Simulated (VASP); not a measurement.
# Ba (Pm-3m) in VASP: further runs

Runs on Ba. Level: LDA. Tasks: single point.

Program: VASP 6.6.1. These are calculated values, not measurements. Logs are shortened: lines on timing, memory, paths and dates and some standing lists are left out, and cuts for length are marked.

## 1. The cell of the first run

Symmetry: Pm-3m, No. 221, cubic system. The conventional cell has a = 3.710 Å, b = 3.710 Å, c = 3.710 Å, α = 90.00°, β = 90.00°, γ = 90.00°. Within 4.9 Å of Ba (site symmetry m-3m) lie 6 Ba at 3.71 Å.

This isn't the form of Ba at room conditions, which is bcc.

## 2. Single point, LDA

INCAR reads:

```
SYSTEM = Ba
ALGO = Normal
EDIFF = 1E-7
ENCUT = 520
GGA = CA
ISIF = 2
ISMEAR = 0
LASPH = .True.
LCHARG = .False.
LREAL = .False.
LWAVE = .False.
NBANDS = 11
NELM = 80
PREC = Accurate
SIGMA = 0.15
```

KPOINTS reads:

```
k-points
0
Gamma
  16 16 16
  0 0 0
```

POSCAR reads:

```
Ba
1.0
    3.7097545002      0.0000000000      0.0000000000
    0.0000000000      3.7097545002      0.0000000000
    0.0000000000      0.0000000000      3.7097545002
Ba
1
Direct
    0.0000000000      0.0000000000      0.0000000000
```

Potentials or basis: VASP PAW LDA potentials, release 64 (Ba_sv).

Command:

```
> cat potpaw_LDA.64/Ba_sv/POTCAR > POTCAR
> mpirun -np 1 vasp_std > vasp.out
```

OUTCAR:

```text
SYSTEM = Ba
   EDIFF = 1E-7
   ENCUT = 520
   GGA = CA
   ISIF = 2
   ISMEAR = 0
   LASPH = .True.
   LREAL = .False.
   NELM = 80
   PREC = Accurate

 ion  position               nearest neighbor table
   1  0.000  0.000  0.000-

  LATTYP: Found a simple cubic cell.
 ALAT       =     3.7097545002

  Lattice vectors:

 A1 = (   3.7097545002,   0.0000000000,   0.0000000000)
 A2 = (   0.0000000000,   3.7097545002,   0.0000000000)
 A3 = (   0.0000000000,   0.0000000000,   3.7097545002)

Analysis of symmetry for initial positions (statically):
=====================================================================
 Subroutine PRICEL returns:
 Original cell was already a primitive cell.

 Routine SETGRP: Setting up the symmetry group for a
 simple cubic supercell.

 Subroutine GETGRP returns: Found 48 space group operations
 (whereof 48 operations were pure point group operations)
 out of a pool of 48 trial point group operations.

The static configuration has the point symmetry O_h .

Analysis of symmetry for dynamics (positions and initial velocities):
=====================================================================
 Subroutine PRICEL returns:
 Original cell was already a primitive cell.

 Routine SETGRP: Setting up the symmetry group for a
 simple cubic supercell.

 Subroutine GETGRP returns: Found 48 space group operations
 (whereof 48 operations were pure point group operations)
 out of a pool of 48 trial point group operations.

The dynamic configuration has the point symmetry O_h .

 Subroutine INISYM returns: Found 48 space group operations
 (whereof 48 operations are pure point group operations),
 and found     1 'primitive' translations

----------------------------------------------------------------------------------------

                                     Primitive cell

  volume of cell :      51.0547

  direct lattice vectors                    reciprocal lattice vectors
     3.709754500  0.000000000  0.000000000     0.269559616  0.000000000  0.000000000
     0.000000000  3.709754500  0.000000000     0.000000000  0.269559616  0.000000000
     0.000000000  0.000000000  3.709754500     0.000000000  0.000000000  0.269559616

  length of vectors
     3.709754500  3.709754500  3.709754500     0.269559616  0.269559616  0.269559616

  position of ions in fractional coordinates (direct lattice)
     0.000000000  0.000000000  0.000000000

  ion indices of the primitive-cell ions
   primitive index   ion index
                 1           1

[... 78 lines left out ...]
   ISYM   =      2    0-nonsym 1-usesym 2-fastsym
   POTIM  = 0.5000    time-step for ionic-motion
   TEBEG  =    0.0;   TEEND  =   0.0 temperature during run
   PSTRESS=    0.0 pullay stress
   NELECT =      10.0000    total number of electrons
   NUPDOWN=      -1.0000    fix difference up-down
   EMIN   =  10.00;   EMAX   =-10.00  energy-range for DOS
   EFERMI =   0.00;   METHOD = LEGACY
   ISMEAR =     0;   SIGMA  =   0.15  broadening in eV -4-tet -1-fermi 0-gaus
   EFERMI_NEDOS =   21; number of points for ismear=-14 and -15
   IALGO  =     38    algorithm
   IMIX   =      4    mixing-type and parameters
     AMIX     =   0.40;   BMIX     =  1.00
     AMIX_MAG =   1.60;   BMIX_MAG =  1.00
  volume/ion in A,a.u.               =      51.05       344.53
  Fermi-wavevector in a.u.,A,eV,Ry     =   0.950743  1.796643 12.298465  0.903912
  Thomas-Fermi vector in A             =   2.079148
   LORBIT       =      0    0 simple, 1 ext, 2 COOP (PROOUT), +10 PAW based schemes
   GGA     = CA    functional components
   LHFCALC =     F    Hartree Fock is set to
   AEXX    =    0.0000 exact exchange contribution
   IVDW    =     0    specifies the selected vdW correction
   LEPSILON=     F    determine dielectric tensor
   LRPA    =     F    only Hartree local field effects (RPA)
 non-spin polarized calculation
 Gauss-broadening in eV      SIGMA  =   0.15
  energy-cutoff  :      520.00
  volume of cell :       51.05
 maximum number of plane-waves:      1406
 NGX is ok and might be reduce to    28
   NGX = 13   NGY = 13   NGZ = 13

 number of electron      10.0000000 magnetization

 number of electron       9.9999999 magnetization

 Free energy of the ion-electron system (eV)
  ---------------------------------------------------
  ext. energy  EPLUGINS =         0.00000000
  ---------------------------------------------------
  free energy    TOTEN  =        -1.96529809 eV

  energy without entropy =       -1.95496612  energy(sigma->0) =       -1.96013210

 E-fermi :   2.0751     XC(G=0):  -8.3134

 val. band max:        2.0749403977   @ k =   0.4375   0.1875   0.1875
 cond. band min:       2.0818299327   @ k =   0.0625   0.0625   0.0625
 fundamental gap:      0.0068895350
 Fermi energy:         2.0750695929

 k-point     1 :       0.0000    0.0000    0.0000
  band No.  band energies     occupation
      1     -26.7926      2.00000
      2     -11.4065      2.00000
      3     -11.4065      2.00000
      4     -11.4065      2.00000
      5      -0.4893      2.00000
      6       1.9158      1.86692
      7       1.9158      1.86692
      8       7.9569      0.00000
      9       7.9569      0.00000
     10       7.9569      0.00000
     11      10.8426      0.00000
[... 309 lines left out ...]
 k-point    24 :       0.5000    0.1250    0.0000
  band No.  band energies     occupation
      1     -26.6532      2.00000
      2     -12.5907      2.00000
      3     -11.4745      2.00000
      4     -11.2710      2.00000
      5       1.8429      1.97138
      6       2.8160      0.00000
      7       2.9482      0.00000
      8       5.1531      0.00000
      9       5.3910      0.00000
     10       7.7215      0.00000
     11      10.3338      0.00000

 [... further k-points ...]

------------------------ aborting loop because EDIFF is reached ----------------------------------------

  FORCE on cell =-STRESS in cart. coord.  units (eV):
  Direction    XX          YY          ZZ          XY          YZ          ZX
  --------------------------------------------------------------------------------------
  -------------------------------------------------------------------------------------
  Total        0.0786055      0.0786055      0.0786055      0.0000000      0.0000000     -0.0000000
  in kB        2.4667674      2.4667674      2.4667674      0.0000000      0.0000000     -0.0000000
  external PRESSURE =       2.4667674 kB  Pullay stress =       0.0000000 kB

 VOLUME and BASIS-vectors are now :
 -----------------------------------------------------------------------------
  energy-cutoff  :      520.00
  volume of cell :       51.05
      direct lattice vectors                 reciprocal lattice vectors
     3.709754500  0.000000000  0.000000000     0.269559616  0.000000000  0.000000000
     0.000000000  3.709754500  0.000000000     0.000000000  0.269559616  0.000000000
     0.000000000  0.000000000  3.709754500     0.000000000  0.000000000  0.269559616

 POSITION                                       TOTAL-FORCE (eV/Angst)
 -----------------------------------------------------------------------------------
      0.00000      0.00000      0.00000         0.000000      0.000000      0.000000
 -----------------------------------------------------------------------------------
    total drift:                               -0.000000     -0.000000     -0.000000

  FREE ENERGIE OF THE ION-ELECTRON SYSTEM (eV)
  ---------------------------------------------------
  free  energy   TOTEN  =        -1.9652980864 eV

  energy  without entropy=       -1.9549661151  energy(sigma->0) =       -1.96013210
```

stdout:

```text
POSCAR found type information on POSCAR Ba
 POSCAR found :  1 types and       1 ions
 scaLAPACK will be used
 LDA part: xc-table for (Slater(with rela. corr.)+CA(PZ))
 , standard interpolation
 POSCAR, INCAR and KPOINTS ok, starting setup
 FFT: planning ... GRIDC
 FFT: planning ... GRID_SOFT
 FFT: planning ... GRID
 WAVECAR not read
 entering main loop
```

Wall time 1.7 min (1 thread of AMD EPYC 7R43 (Zen 3), shared host); peak memory 0.17 GiB.

Results:

```yaml
Free_energy: -1.9653 eV
Pressure: 0.2 GPa
Band_gap_on_the_k_mesh: zero (bands 5 and 6 overlap by 0.41 eV)
```

Caveat: spin-orbit coupling is left out, which moves the levels of the heavy elements.

## 3. Single point, LDA

INCAR reads:

```
SYSTEM = Ba
PREC = Accurate
ENCUT = 520
EDIFF = 1E-6
ISMEAR = 0
SIGMA = 0.15
LREAL = .False.
LASPH = .True.
NELM = 60
ALGO = Normal
ISIF = 2
LWAVE = .False.
LCHARG = .True.
GGA = CA
LELF = .True.
LVHAR = .True.
NBANDS = 11
```

KPOINTS reads:

```
Automatic mesh
0
Gamma
  18 18 18
  0 0 0
```

POSCAR is that of step 2.

Potentials or basis: VASP PAW LDA potentials, release 64 (Ba_sv).

Command:

```
> cat potpaw_LDA.64/Ba_sv/POTCAR > POTCAR
> mpirun -np 1 vasp_std > vasp.out
```

Run time: 2.1 min. Hardware: 1 thread of AMD EPYC 7R43 (Zen 3), shared host; peak memory 0.2 GiB.

The run converged. Its results:

* Free energy: -1.9648 eV
* Pressure: 0.3 GPa
* Band gap on the k mesh: zero (bands 5 and 6 overlap by 0.53 eV)

Levels at points of the mesh, in eV from the Fermi level:
| k point | band 1 | band 2 | band 3 | band 4 | band 5 | band 6 | band 7 | band 8 | band 9 | band 10 |
| --- | --- | --- | --- | --- | --- | --- | --- | --- | --- | --- |
| (0.00, 0.00, 0.00) | -28.86 | -13.48 | -13.48 | -13.48 | -2.56 | -0.16 | -0.16 | 5.89 | 5.89 | 5.89 |
| (0.50, 0.00, 0.00) | -28.74 | -14.69 | -13.36 | -13.36 | -0.55 | 0.53 | 1.40 | 3.00 | 3.00 | 6.24 |
| (0.50, 0.50, 0.00) | -28.62 | -14.50 | -14.50 | -13.25 | -1.32 | 0.85 | 3.63 | 3.63 | 4.34 | 4.34 |
| (0.50, 0.50, 0.50) | -28.51 | -14.33 | -14.33 | -14.33 | -0.21 | -0.21 | -0.21 | 4.25 | 8.03 | 8.03 |

Caveat: spin-orbit coupling is left out, which moves the levels of the heavy elements.
